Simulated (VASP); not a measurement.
Set up this calculation in VASP 6.6.1, as the native input.

- Task: single point
- Functional: PBE
- Potentials or basis: VASP PAW PBE potentials, release 64 (Na_pv)
- Cutoff: 520 eV
- k mesh: 14 × 14 × 14
- Occupations: fermi-dirac, width 0.1 eV
- Spin: no spin polarisation
- Dipole correction: no
- Further INCAR settings: ALGO = Normal; EDIFF = 1e-06; NBANDS = 10

The structure of Na lies in POSCAR:

```
Na
1.0
    0.0000000000      2.4022548253      2.4022548253
    2.4022548253      0.0000000000      2.4022548253
    2.4022548253      2.4022548253      0.0000000000
Na
1
Direct
    0.0000000000      0.0000000000      0.0000000000
```

This isn't the form of Na at room conditions, which is bcc.

These files were run (other wordings do the same):

INCAR

```
SYSTEM = Na
PREC     = Accurate       ! precision mode
ENCUT    = 520            ! plane-wave cutoff, eV
EDIFF    = 1E-6           ! SCF threshold, eV
ISMEAR   = -1             ! smearing method
SIGMA    = 0.1            ! smearing width, eV
LREAL    = .False.        ! projectors in reciprocal space
LASPH    = .True.         ! aspherical terms in the spheres
NELM     = 100            ! most SCF steps
ALGO     = Normal         ! electronic algorithm
ISIF     = 2              ! what is computed and relaxed
LWAVE    = .False.        ! write WAVECAR
LCHARG   = .False.        ! write CHGCAR
GGA      = PE             ! functional
NBANDS   = 10             ! bands
```

KPOINTS

```
regular mesh
0
Gamma
  14 14 14
  0 0 0
```

Potentials or basis: VASP PAW PBE potentials, release 64 (Na_pv).

Command:

```sh
$ cat potpaw_PBE.64/Na_pv/POTCAR > POTCAR
$ mpirun -np 1 vasp_std > vasp.out
```

Results of the run:

```yaml
Pressure: 3.8 GPa
Band_gap_on_the_k_mesh: zero (an odd number of electrons rules out a gap without spin polarisation)
```

Caveat: the cell stands under pressure.

It took 8.3 s on 1 thread of Intel(R) Xeon(R) 6975P-C (Granite Rapids) (shared host), peak memory 0.15 GiB.
